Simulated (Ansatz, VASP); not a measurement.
MoS2 in VASP and in Ansatz

The input INCAR:

```
SYSTEM = MoS2
PREC = Accurate
ENCUT = 520
EDIFF = 1E-7
ISMEAR = 1
SIGMA = 0.1
LREAL = .FALSE.
LASPH = .TRUE.
NELM = 100
ALGO = Normal
ISIF = 2
LWAVE = .FALSE.
LCHARG = .FALSE.
NBANDS = 20
```

KPOINTS

```
Automatic mesh
0
G
  12 12 12
  0 0 0
```

File POSCAR:

```
MoS2
1.0
    1.5855000000      0.9153888500      6.1149966700
   -1.5855000000      0.9153888500      6.1149966700
    0.0000000000     -1.8307777000      6.1149966700
Mo S
1 2
Direct
    0.0000000000      0.0000000000      0.0000000000
    0.7499999996      0.7499999996      0.7499999996
    0.2499999999      0.2499999999      0.2499999999
```

Input for Ansatz:

```yaml
crystal:
  lattice:
    - [1.5855, 0.91538885, 6.11499667]
    - [-1.5855, 0.91538885, 6.11499667]
    - [0.0, -1.8307777, 6.11499667]
  atoms:
    - { symbol: Mo, position: [0.0, 0.0, 0.0] }
    - { symbol: S, position: [0.749999999591169, 0.749999999591169, 0.749999999591169] }
    - { symbol: S, position: [0.249999999863723, 0.249999999863723, 0.249999999863723] }
basis:
  ecutwfc: 420.0
kpoints:
  mp_grid:
    grid: [12, 12, 12]
hamiltonian:
  xc: lda
  pseudopotentials:
    kind: paw
scf:
  occupations:
    method: methfessel_paxton
    width: 0.1
output:
  stress: true
```

Alike in both runs: task single point; functional LDA; k mesh 12 × 12 × 12; occupations methfessel-paxton of order 1, width 0.1 eV; no spin polarisation.

|  | VASP | Ansatz |
| --- | --- | --- |
| version | VASP 6.6.1 | Ansatz 0.2.0 |
| potentials or method | VASP PAW LDA potentials, release 64 (Mo_sv, S), cutoff 520 eV | plane waves, PAW |
| valence electrons in the cell | 26 | 26 |

```tsv
	VASP	Ansatz	Ansatz less VASP
pressure (GPa)	0.1	0.0	-0.13
traceless stress, the component that is largest in VASP (GPa)	3.22	3.20	-0.021
```

LDA's correlation is that of Perdew and Zunger in VASP and of Perdew and Wang (1992) in Ansatz.
